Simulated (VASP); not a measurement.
Runs of VASP 6.6.1 on KTaO3. The structure is that of space group Pm-3m (No. 221), or close to it. The cells are those of the table. 

```csv
task,level,potentials or basis,U,cell,cutoff (eV),gap on the mesh (eV),pressure (GPa),relaxed volume (Å³/atom)
single point,revPBE,"VASP PAW PBE potentials, release 64 (Ta_pv, K_sv, O)",-,"a = 3.988 Å, 5 atoms",520,2.27,9.3,-
relaxation of cell and atoms,r2SCAN+U,"VASP PAW PBE potentials, release 64 (Ta_pv, K_sv, O)",Ta d U = 5.0 eV,"relaxed from a = 3.988 Å, 5 atoms",600,3.34,-0.1,13.07
single point,PBEsol+D3(BJ),"VASP PAW PBE potentials, release 64 (Ta_pv, K_sv, O)",-,"a = 3.966 Å, 5 atoms",520,2.18,0.8,-
single point,PBEsol,"VASP PAW PBE potentials, release 64 (Ta_sv_GW, K_sv, O)",-,"a = 3.934 Å, 5 atoms",700,2.27,8.8,-
relaxation of cell and atoms,revPBE,"VASP PAW PBE potentials, release 64 (Ta_pv, K_sv, O)",-,"relaxed from a = 3.988 Å, 5 atoms",600,2.16,-0.1,13.29
single point,PBEsol+D4,"VASP PAW PBE potentials, release 64 (Ta_sv_GW, K_sv, O)",-,"a = 4.041 Å, 5 atoms",700,2.09,-8.7,-
relaxation of cell and atoms,BLYP+D4,"VASP PAW PBE potentials, release 64 (Ta_sv_GW, K_sv, O)",-,"relaxed from a = 3.988 Å, 5 atoms",700,2.22,-0.1,13.13
single point,PBEsol,"VASP PAW PBE potentials, release 64 (Ta_sv_GW, K_sv, O)",-,"a = 3.907 Å, 5 atoms",700,(a),(b),-
```

Alike in all rows: no spin polarisation; k mesh 7 × 7 × 7; smearing fermi-dirac 0.05 eV.

Q: Estimate the missing entries.

A: (a) 2.31; (b) 14.2.

Caveats: the PAW data sets were made with another functional, which shifts forces and pressure a little; spin-orbit coupling is left out, which moves the levels of the heavy elements; an odd mesh through Γ misses points on the zone boundary, where band edges can lie; the cell stands under pressure (at least some runs); the cell stands under tension (at least some runs).

A k mesh can miss the band edges, and the runs leave out spin-orbit coupling on Ta.

The runs don't all hold the same shells in valence.
